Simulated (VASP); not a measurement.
# Be (Pm-3m) in VASP: a series of runs, part 2 of 2

VASP 6.6.1. Earlier steps stand in the parts before.

**3. Single point, PBE (volume scaled by 0.68)**

INCAR reads:

```
  ALGO = Normal
  EDIFF = 1E-6
  ENCUT = 600
  GGA = PE
  GGA_COMPAT = False
  ISIF = 2
  ISMEAR = -1
  LASPH = True
  LCHARG = False
  LREAL = False
  LWAVE = False
  NBANDS = 7
  NELM = 120
  PREC = Accurate
  SIGMA = 0.1
```

KPOINTS reads:

```
k-points
0
Gamma
  20 20 20
```

POSCAR reads:

```
Be
1.0
    1.9105112092      0.0000000000      0.0000000000
    0.0000000000      1.9105112092      0.0000000000
    0.0000000000      0.0000000000      1.9105112092
Be
1
Direct
    0.0000000000      0.0000000000      0.0000000000
```

Potentials or basis: VASP PAW PBE potentials, release 64 (Be).

Command:

```bash
$ cat potpaw_PBE.64/Be/POTCAR > POTCAR
$ mpirun -np 1 vasp_std > vasp.out
```

OUTCAR:

```text
EDIFF = 1E-6
   ENCUT = 600
   GGA = PE
   ISIF = 2
   ISMEAR = -1
   LASPH = True
   LREAL = False
   NELM = 120
   PREC = Accurate

 ion  position               nearest neighbor table
   1  0.000  0.000  0.000-

  LATTYP: Found a simple cubic cell.
 ALAT       =     1.9105112092

  Lattice vectors:

 A1 = (   1.9105112092,   0.0000000000,   0.0000000000)
 A2 = (   0.0000000000,   1.9105112092,   0.0000000000)
 A3 = (   0.0000000000,   0.0000000000,   1.9105112092)

Analysis of symmetry for initial positions (statically):
=====================================================================
 Subroutine PRICEL returns:
 Original cell was already a primitive cell.

 Routine SETGRP: Setting up the symmetry group for a
 simple cubic supercell.

 Subroutine GETGRP returns: Found 48 space group operations
 (whereof 48 operations were pure point group operations)
 out of a pool of 48 trial point group operations.

The static configuration has the point symmetry O_h .

Analysis of symmetry for dynamics (positions and initial velocities):
=====================================================================
 Subroutine PRICEL returns:
 Original cell was already a primitive cell.

 Routine SETGRP: Setting up the symmetry group for a
 simple cubic supercell.

 Subroutine GETGRP returns: Found 48 space group operations
 (whereof 48 operations were pure point group operations)
 out of a pool of 48 trial point group operations.

The dynamic configuration has the point symmetry O_h .

 Subroutine INISYM returns: Found 48 space group operations
 (whereof 48 operations are pure point group operations),
 and found     1 'primitive' translations

----------------------------------------------------------------------------------------

                                     Primitive cell

  volume of cell :       6.9735

  direct lattice vectors                    reciprocal lattice vectors
     1.910511209  0.000000000  0.000000000     0.523420117  0.000000000  0.000000000
     0.000000000  1.910511209  0.000000000     0.000000000  0.523420117  0.000000000
     0.000000000  0.000000000  1.910511209     0.000000000  0.000000000  0.523420117

  length of vectors
     1.910511209  1.910511209  1.910511209     0.523420117  0.523420117  0.523420117

  position of ions in fractional coordinates (direct lattice)
     0.000000000  0.000000000  0.000000000

  ion indices of the primitive-cell ions
   primitive index   ion index
                 1           1

----------------------------------------------------------------------------------------

 KPOINTS: k-points

Automatic generation of k-mesh.
 Grid dimensions read from file:
 generate k-points for:   20   20   20

 Generating k-lattice:

  Cartesian coordinates                     Fractional coordinates (reciprocal lattice)
     0.026171006  0.000000000  0.000000000     0.050000000  0.000000000  0.000000000
     0.000000000  0.026171006  0.000000000     0.000000000  0.050000000  0.000000000
     0.000000000  0.000000000  0.026171006     0.000000000  0.000000000  0.050000000

  Length of vectors
     0.026171006  0.026171006  0.026171006

  Shift w.r.t. Gamma in fractional coordinates (k-lattice)
     0.000000000  0.000000000  0.000000000

 Subroutine IBZKPT returns following result:
 ===========================================

 Found    286 irreducible k-points:

 Following reciprocal coordinates:
            Coordinates               Weight
  0.000000  0.000000  0.000000      1.000000
  0.050000  0.000000  0.000000      6.000000
  0.100000  0.000000  0.000000      6.000000
  0.150000  0.000000  0.000000      6.000000
  0.200000  0.000000  0.000000      6.000000
  0.250000  0.000000  0.000000      6.000000
[... 16 lines left out ...]
  0.150000  0.100000  0.000000     24.000000
  0.200000  0.100000  0.000000     24.000000
 [... further k-points ...]
   k-points           NKPTS =    286   k-points in BZ     NKDIM =    286   number of bands    NBANDS=      7
   number of dos      NEDOS =    301   number of ions     NIONS =      1
   total plane-waves  NPLWV =   4096
   dimension x,y,z NGX =    16 NGY =   16 NGZ =   16
   dimension x,y,z NGXF=    32 NGYF=   32 NGZF=   32
   ions per type =               1
   NGX,Y,Z   is equivalent  to a cutoff of  13.92, 13.92, 13.92 a.u.
   NGXF,Y,Z  is equivalent  to a cutoff of  27.85, 27.85, 27.85 a.u.
 SYSTEM =  unknown system
   PREC   = accura    normal or accurate (medium, high low for compatibility)
   ISTART =      0    job   : 0-new  1-cont  2-samecut
   ICHARG =      2    charge: 1-file 2-atom 10-const
   ISPIN  =      1    spin polarized calculation?
   LNONCOLLINEAR =      F non collinear calculations
   LSORBIT =      F    spin-orbit coupling
   LASPH  =      T    aspherical Exc in radial PAW
   ENCUT  =  600.0 eV  44.10 Ry    6.64 a.u.   3.82  3.82  3.82*2*pi/ulx,y,z
   NELM   =    120;   NELMIN=  2; NELMDL= -5     # of ELM steps
   EDIFF  = 0.1E-05   stopping-criterion for ELM
   LREAL  =      F    real-space projection
   EDIFFG = 0.1E-04   stopping-criterion for IOM
   NSW    =      0    number of steps for IOM
   IBRION =     -1    ionic relax: 0-MD 1-quasi-New 2-CG
   NFREE  =      0    steps in history (QN), initial steepest desc. (CG)
   ISIF   =      2    stress and relaxation
   ISYM   =      2    0-nonsym 1-usesym 2-fastsym
   POTIM  = 0.5000    time-step for ionic-motion
   TEBEG  =    0.0;   TEEND  =   0.0 temperature during run
   PSTRESS=    0.0 pullay stress
   NELECT =       2.0000    total number of electrons
   NUPDOWN=      -1.0000    fix difference up-down
   EMIN   =  10.00;   EMAX   =-10.00  energy-range for DOS
   EFERMI =   0.00;   METHOD = LEGACY
   ISMEAR =    -1;   SIGMA  =   0.10  broadening in eV -4-tet -1-fermi 0-gaus
   EFERMI_NEDOS =   21; number of points for ismear=-14 and -15
   IALGO  =     38    algorithm
   IMIX   =      4    mixing-type and parameters
     AMIX     =   0.40;   BMIX     =  1.00
     AMIX_MAG =   1.60;   BMIX_MAG =  1.00
  volume/ion in A,a.u.               =       6.97        47.06
  Fermi-wavevector in a.u.,A,eV,Ry     =   1.079614  2.040175 15.858498  1.165567
  Thomas-Fermi vector in A             =   2.215584
   LORBIT       =      0    0 simple, 1 ext, 2 COOP (PROOUT), +10 PAW based schemes
   GGA     = PE    functional components
   LHFCALC =     F    Hartree Fock is set to
   AEXX    =    0.0000 exact exchange contribution
   IVDW    =     0    specifies the selected vdW correction
   LEPSILON=     F    determine dielectric tensor
   LRPA    =     F    only Hartree local field effects (RPA)
 non-spin polarized calculation
  energy-cutoff  :      600.00
  volume of cell :        6.97
 maximum number of plane-waves:       251
 NGX is ok and might be reduce to    16
   NGX =  7   NGY =  7   NGZ =  7

 number of electron       2.0000000 magnetization

 Free energy of the ion-electron system (eV)
  ---------------------------------------------------
  ext. energy  EPLUGINS =         0.00000000
  ---------------------------------------------------
  free energy    TOTEN  =        -2.33789442 eV

  energy without entropy =       -2.32695738  energy(sigma->0) =       -2.33242590

 E-fermi :   8.3204     XC(G=0): -11.0193

 val. band max:        8.3151663613   @ k =   0.5000   0.3500   0.0500
 cond. band min:       8.3300559641   @ k =   0.4500   0.2500   0.0500
 fundamental gap:      0.0148896028
 Fermi energy:         8.3203659852

 k-point     1 :       0.0000    0.0000    0.0000
  band No.  band energies     occupation
      1      -3.8925      2.00000
      2      25.9020      0.00000
      3      25.9020      0.00000
      4      25.9020      0.00000
      5      32.0994      0.00000
      6      32.0994      0.00000
      7      45.5750      0.00000
[... 221 lines left out ...]
 k-point    24 :       0.2000    0.1000    0.0000
  band No.  band energies     occupation
      1      -2.4554      2.00000
      2      16.8874      0.00000
      3      24.2337      0.00000
      4      27.5471      0.00000
      5      36.8646      0.00000
      6      41.7126      0.00000
      7      44.9948      0.00000

 [... further k-points ...]

------------------------ aborting loop because EDIFF is reached ----------------------------------------

  FORCE on cell =-STRESS in cart. coord.  units (eV):
  Direction    XX          YY          ZZ          XY          YZ          ZX
  --------------------------------------------------------------------------------------
  -------------------------------------------------------------------------------------
  Total        2.4200358      2.4200358      2.4200358      0.0000000      0.0000000     -0.0000000
  in kB      556.0112779    556.0112779    556.0112779      0.0000000      0.0000000     -0.0000000
  external PRESSURE =     556.0112779 kB  Pullay stress =       0.0000000 kB

 VOLUME and BASIS-vectors are now :
 -----------------------------------------------------------------------------
  energy-cutoff  :      600.00
  volume of cell :        6.97
      direct lattice vectors                 reciprocal lattice vectors
     1.910511209  0.000000000  0.000000000     0.523420117  0.000000000  0.000000000
     0.000000000  1.910511209  0.000000000     0.000000000  0.523420117  0.000000000
     0.000000000  0.000000000  1.910511209     0.000000000  0.000000000  0.523420117

 POSITION                                       TOTAL-FORCE (eV/Angst)
 -----------------------------------------------------------------------------------
      0.00000      0.00000      0.00000         0.000000      0.000000      0.000000
 -----------------------------------------------------------------------------------
    total drift:                               -0.000000     -0.000000     -0.000000

  FREE ENERGIE OF THE ION-ELECTRON SYSTEM (eV)
  ---------------------------------------------------
  free  energy   TOTEN  =        -2.3378944161 eV

  energy  without entropy=       -2.3269573826  energy(sigma->0) =       -2.33242590
```

stdout:

```text
POSCAR found type information on POSCAR Be
 POSCAR found :  1 types and       1 ions
 scaLAPACK will be used
 LDA part: xc-table for (Slater+PW92), standard interpolation
 POSCAR, INCAR and KPOINTS ok, starting setup
 FFT: planning ... GRIDC
 FFT: planning ... GRID_SOFT
 FFT: planning ... GRID
 WAVECAR not read
 entering main loop
```

Wall time 27 s (1 thread of AMD EPYC 7R13, shared host); peak memory 0.09 GiB.

What came out:

- Free energy: -2.3379 eV
- Pressure: 55.6 GPa
- Band gap on the k mesh: zero (band 1 reaches 15.14 eV, above the bottom of band 2 at 6.99 eV)

Levels at points of the mesh, in eV from the Fermi level:
```
           k point  band 1  band 2  band 3  band 4  band 5  band 6
(0.00, 0.00, 0.00)  -12.21   17.58   17.58   17.58   23.78   23.78
(0.50, 0.00, 0.00)   -6.93   -1.33   22.82   22.82   31.39   31.58
(0.50, 0.50, 0.00)    0.34    0.34    7.10   11.18   27.17   41.30
(0.50, 0.50, 0.50)    6.82    6.82    6.82   15.77   15.77   15.77
```

**4. Single point, PBE (volume scaled by 0.68)**

INCAR reads:

```
SYSTEM = Be
PREC = Accurate
ENCUT = 600
EDIFF = 1E-6
ISMEAR = -1
SIGMA = 0.1
LREAL = .FALSE.
LASPH = .TRUE.
NELM = 120
ALGO = Normal
ISIF = 2
LWAVE = .FALSE.
LCHARG = .FALSE.
GGA = PE
NBANDS = 7
GGA_COMPAT = .FALSE.
```

KPOINTS reads:

```
regular mesh
0
G
  20 20 20
  0 0 0
```

POSCAR is that of step 3.

Command:

```bash
$ cat potpaw_PBE.64/Be/POTCAR > POTCAR
$ mpirun -np 1 vasp_std > vasp.out
```

Wall time 28 s (1 thread of AMD EPYC 7R13, shared host); peak memory 0.09 GiB.

Results (log left out):

* Free energy: -2.3379 eV
* Pressure: 55.6 GPa
* Band gap on the k mesh: zero (band 1 reaches 15.14 eV, above the bottom of band 2 at 6.99 eV)

Levels at points of the mesh, in eV from the Fermi level:
```csv
k point,band 1,band 2,band 3,band 4,band 5,band 6
"(0.00, 0.00, 0.00)",-12.21,17.58,17.58,17.58,23.78,23.78
"(0.50, 0.00, 0.00)",-6.93,-1.33,22.82,22.82,31.39,31.58
"(0.50, 0.50, 0.00)",0.34,0.34,7.10,11.18,27.17,41.30
"(0.50, 0.50, 0.50)",6.82,6.82,6.82,15.77,15.77,15.77
```
